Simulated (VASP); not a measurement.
# WC (P-6m2) in VASP: notebook

WC is run at these levels: PBEsol; tasks: single point.

Program: VASP 6.6.1. These are calculated values, not measurements. Logs are shortened: lines on timing, memory, paths and dates and some standing lists are left out, and cuts for length are marked.

## (1) The cell of the first run

The structure is hexagonal, space group P-6m2 (No. 187). Conventional cell: a = 2.667 Å, b = 2.667 Å, c = 2.828 Å, α = 90.00°, β = 90.00°, γ = 120.00°. Within 2.9 Å of W (site symmetry -6m2) lie 6 C at 2.09 Å and 8 W at 2.67 to 2.83 Å. Within 2.9 Å of C (site symmetry -6m2) lie 6 W at 2.09 Å and 8 C at 2.67 to 2.83 Å.

## (2) Single point, PBEsol (strain -0.080 along x and y, +0.000 along z)

Contents of INCAR:

```
SYSTEM = WC
ALGO = Normal ; EDIFF = 1E-7
ENCUT = 520 ; GGA = PS
ISIF = 2 ; ISMEAR = 0
LASPH = .TRUE. ; LCHARG = .FALSE.
LREAL = .FALSE. ; LWAVE = .FALSE.
NBANDS = 16 ; NELM = 60
PREC = Accurate ; SIGMA = 0.15
```

Contents of KPOINTS:

```
k-points
0
G
  24 24 22
  0 0 0
```

Contents of POSCAR:

```
WC
1.0
    2.6665405736      0.0000000000      0.0000000000
   -1.3332702868      2.3092918770      0.0000000000
    0.0000000000      0.0000000000      2.8276119036
W C
1 1
Direct
    0.0000000000      0.0000000000      0.0000000000
    0.6666666667      0.3333333333      0.5000000000
```

Potentials or basis: VASP PAW PBE potentials, release 64 (W_sv, C).

Started as:

```bash
cat potpaw_PBE.64/W_sv/POTCAR potpaw_PBE.64/C/POTCAR > POTCAR
mpirun -np 1 vasp_std > vasp.out
```

OUTCAR:

```text
SYSTEM = WC
   EDIFF = 1E-7
   ENCUT = 520
   GGA = PS
   ISIF = 2
   ISMEAR = 0
   LASPH = .TRUE.
   LREAL = .FALSE.
   NELM = 60
   PREC = Accurate

 ion  position               nearest neighbor table
   1  0.000  0.000  0.000-   2 2.09   2 2.09   2 2.09   2 2.09   2 2.09   2 2.09
   2  0.667  0.333  0.500-   1 2.09   1 2.09   1 2.09   1 2.09   1 2.09   1 2.09

  LATTYP: Found a hexagonal cell.
 ALAT       =     2.6665405736
 C/A-ratio  =     1.0604046050

  Lattice vectors:

 A1 = (   2.6665405736,   0.0000000000,   0.0000000000)
 A2 = (  -1.3332702868,   2.3092918770,   0.0000000000)
 A3 = (   0.0000000000,   0.0000000000,   2.8276119036)

Analysis of symmetry for initial positions (statically):
=====================================================================
 Subroutine PRICEL returns:
 Original cell was already a primitive cell.

 Routine SETGRP: Setting up the symmetry group for a
 hexagonal supercell.

 Subroutine GETGRP returns: Found 12 space group operations
 (whereof 12 operations were pure point group operations)
 out of a pool of 24 trial point group operations.

The static configuration has the point symmetry D_3h.

Analysis of symmetry for dynamics (positions and initial velocities):
=====================================================================
 Subroutine PRICEL returns:
 Original cell was already a primitive cell.

 Routine SETGRP: Setting up the symmetry group for a
 hexagonal supercell.

 Subroutine GETGRP returns: Found 12 space group operations
 (whereof 12 operations were pure point group operations)
 out of a pool of 24 trial point group operations.

The dynamic configuration has the point symmetry D_3h.

 Subroutine INISYM returns: Found 12 space group operations
 (whereof 12 operations are pure point group operations),
 and found     1 'primitive' translations

----------------------------------------------------------------------------------------

                                     Primitive cell

  volume of cell :      17.4119

  direct lattice vectors                    reciprocal lattice vectors
     2.666540574  0.000000000  0.000000000     0.375017733  0.216516589  0.000000000
    -1.333270287  2.309291877  0.000000000     0.000000000  0.433033178  0.000000000
     0.000000000  0.000000000  2.827611904     0.000000000  0.000000000  0.353655323

  length of vectors
     2.666540574  2.666540574  2.827611904     0.433033178  0.433033178  0.353655323

  position of ions in fractional coordinates (direct lattice)
     0.000000000  0.000000000  0.000000000
[... 75 lines left out ...]
   LASPH  =      T    aspherical Exc in radial PAW
   ENCUT  =  520.0 eV  38.22 Ry    6.18 a.u.   4.96  4.96  5.26*2*pi/ulx,y,z
   NELM   =     60;   NELMIN=  2; NELMDL= -5     # of ELM steps
   EDIFF  = 0.1E-06   stopping-criterion for ELM
   LREAL  =      F    real-space projection
   EDIFFG = 0.1E-05   stopping-criterion for IOM
   NSW    =      0    number of steps for IOM
   IBRION =     -1    ionic relax: 0-MD 1-quasi-New 2-CG
   NFREE  =      0    steps in history (QN), initial steepest desc. (CG)
   ISIF   =      2    stress and relaxation
   ISYM   =      2    0-nonsym 1-usesym 2-fastsym
   POTIM  = 0.5000    time-step for ionic-motion
   TEBEG  =    0.0;   TEEND  =   0.0 temperature during run
   PSTRESS=    0.0 pullay stress
   NELECT =      18.0000    total number of electrons
   NUPDOWN=      -1.0000    fix difference up-down
   EMIN   =  10.00;   EMAX   =-10.00  energy-range for DOS
   EFERMI =   0.00;   METHOD = LEGACY
   ISMEAR =     0;   SIGMA  =   0.15  broadening in eV -4-tet -1-fermi 0-gaus
   EFERMI_NEDOS =   21; number of points for ismear=-14 and -15
   IALGO  =     38    algorithm
   IMIX   =      4    mixing-type and parameters
     AMIX     =   0.40;   BMIX     =  1.00
     AMIX_MAG =   1.60;   BMIX_MAG =  1.00
  volume/ion in A,a.u.               =       8.71        58.75
  Fermi-wavevector in a.u.,A,eV,Ry     =   1.655325  3.128112 37.281355  2.740102
  Thomas-Fermi vector in A             =   2.743441
   LORBIT       =      0    0 simple, 1 ext, 2 COOP (PROOUT), +10 PAW based schemes
   GGA     = PS    functional components
   LHFCALC =     F    Hartree Fock is set to
   AEXX    =    0.0000 exact exchange contribution
   IVDW    =     0    specifies the selected vdW correction
   LEPSILON=     F    determine dielectric tensor
   LRPA    =     F    only Hartree local field effects (RPA)
 non-spin polarized calculation
 Gauss-broadening in eV      SIGMA  =   0.15
  energy-cutoff  :      520.00
  volume of cell :       17.41
 maximum number of plane-waves:       488
 NGX is ok and might be reduce to    20
   NGX =  9   NGY =  9   NGZ = 11

 number of electron      18.0000000 magnetization

 Free energy of the ion-electron system (eV)
  ---------------------------------------------------
  ext. energy  EPLUGINS =         0.00000000
  ---------------------------------------------------
  free energy    TOTEN  =       -22.85969685 eV

  energy without entropy =      -22.85701030  energy(sigma->0) =      -22.85835357

 E-fermi :  13.6641     XC(G=0): -14.9405

 val. band max:       13.6639598269   @ k =   0.0000   0.0000   0.2273
 cond. band min:      13.6750185379   @ k =   0.3333   0.2083   0.0000
 fundamental gap:      0.0110587110
 Fermi energy:        13.6641494722

 k-point     1 :       0.0000    0.0000    0.0000
  band No.  band energies     occupation
      1     -60.0079      2.00000
      2     -24.2164      2.00000
      3     -23.5840      2.00000
      4     -23.5840      2.00000
      5      -2.1712      2.00000
      6       7.9724      2.00000
[... 433 lines left out ...]
      3     -24.0302      2.00000
      4     -23.9173      2.00000
      5       2.0390      2.00000
      6       5.9414      2.00000
[... 8 lines left out ...]
     15      28.8707      0.00000
     16      35.2244      0.00000

 [... further k-points ...]
[... 5 lines left out ...]
  --------------------------------------------------------------------------------------
  -------------------------------------------------------------------------------------
  Total       13.0763209     13.0763209      5.4317487     -0.0000000      0.0000000      0.0000000
  in kB     1203.2318710   1203.2318711    499.8082559     -0.0000000      0.0000000      0.0000000
  external PRESSURE =     968.7573327 kB  Pullay stress =       0.0000000 kB

 VOLUME and BASIS-vectors are now :
 -----------------------------------------------------------------------------
  energy-cutoff  :      520.00
  volume of cell :       17.41
      direct lattice vectors                 reciprocal lattice vectors
     2.666540574  0.000000000  0.000000000     0.375017733  0.216516589  0.000000000
    -1.333270287  2.309291877  0.000000000     0.000000000  0.433033178  0.000000000
     0.000000000  0.000000000  2.827611904     0.000000000  0.000000000  0.353655323

 POSITION                                       TOTAL-FORCE (eV/Angst)
 -----------------------------------------------------------------------------------
      0.00000      0.00000      0.00000         0.000000      0.000000      0.000000
      1.33327      0.76976      1.41381        -0.000000     -0.000000      0.000000
 -----------------------------------------------------------------------------------
    total drift:                                0.000000     -0.000000      0.000000

  FREE ENERGIE OF THE ION-ELECTRON SYSTEM (eV)
  ---------------------------------------------------
  free  energy   TOTEN  =       -22.8596968481 eV

  energy  without entropy=      -22.8570102956  energy(sigma->0) =      -22.85835357
```

stdout:

```text
POSCAR found type information on POSCAR W C
 POSCAR found :  2 types and       2 ions
 scaLAPACK will be used
 -----------------------------------------------------------------------------
|                                                                             |
|                                                                             |
|     You enforced a specific xc type in the INCAR file but a different       |
|     I HOPE YOU KNOW WHAT YOU ARE DOING!                                     |
|                                                                             |
 -----------------------------------------------------------------------------

 LDA part: xc-table for (Slater+PW92), standard interpolation
 POSCAR, INCAR and KPOINTS ok, starting setup
 FFT: planning ... GRIDC
 FFT: planning ... GRID_SOFT
 FFT: planning ... GRID
 WAVECAR not read
 entering main loop
```

Run time: 1.9 min. Hardware: 1 thread of Intel Xeon 8259CL, shared host; peak memory 0.3 GiB.

What came out:

- Free energy: -22.8597 eV
- Pressure: 96.9 GPa
- Band gap on the k mesh: zero (bands 9 and 10 overlap by 1.58 eV)

Stress tensor (GPa, compression positive):
```
120.32   0.00   0.00
  0.00 120.32   0.00
  0.00   0.00  49.98
```

Levels at points of the mesh, in eV from the Fermi level:
| k point | band 6 | band 7 | band 8 | band 9 | band 10 | band 11 | band 12 | band 13 |
| --- | --- | --- | --- | --- | --- | --- | --- | --- |
| (0.00, 0.00, 0.00) | -5.69 | -3.51 | -3.51 | -0.67 | 3.97 | 3.97 | 6.22 | 6.22 |
| (0.50, 0.00, 0.00) | -7.74 | -5.53 | -4.64 | 0.02 | 2.51 | 6.39 | 7.15 | 7.28 |
| (0.00, 0.00, 0.50) | -9.94 | -1.58 | -1.58 | -0.96 | -0.96 | 2.56 | 5.48 | 5.48 |
| (0.50, 0.00, 0.50) | -7.76 | -4.86 | -4.62 | 0.62 | 5.88 | 6.34 | 8.08 | 11.06 |

Caveat: the cell differs from its parent crystal (strain -0.080 along x and y, +0.000 along z); the stress differs along the axes, from 50 to 120 GPa; the PAW data sets were made with another functional, which shifts forces and pressure a little; spin-orbit coupling is left out, which moves the levels of the heavy elements.

(Continued in part 2 of 2.)
